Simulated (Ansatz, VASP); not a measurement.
# Two plane-wave programs on HfN

```
Hf N
1.0
     0.00000    2.25600    2.25600
     2.25600    0.00000    2.25600
     2.25600    2.25600    0.00000
Hf N
1 1
Direct
  0.00000 0.00000 0.00000
  0.50000 0.50000 0.50000
```

Alike in both runs: task relaxation of cell and atoms; functional PBE; dispersion D4; k mesh 13 × 13 × 13; occupations fermi-dirac, width 0.1 eV; no spin polarisation.

|  | VASP | Ansatz |
| --- | --- | --- |
| version | VASP 6.6.1 | Ansatz 0.2.0 |
| potentials or method | VASP PAW PBE potentials, release 64 (Hf_pv, N), cutoff 600 eV | plane waves, PAW |
| valence electrons in the cell | 15 | 31 |

```tsv
	VASP	Ansatz	Ansatz less VASP
relaxed volume (Å³/atom)	11.45	11.56	+0.103
relaxed cell length with the largest relative difference (Å)	3.188	3.197	+0.0095
```

VASP's potentials hold 15 valence electrons a cell and Ansatz's 31, so a difference there can come from the potentials and not from the codes.

Neither program's run includes spin-orbit coupling.
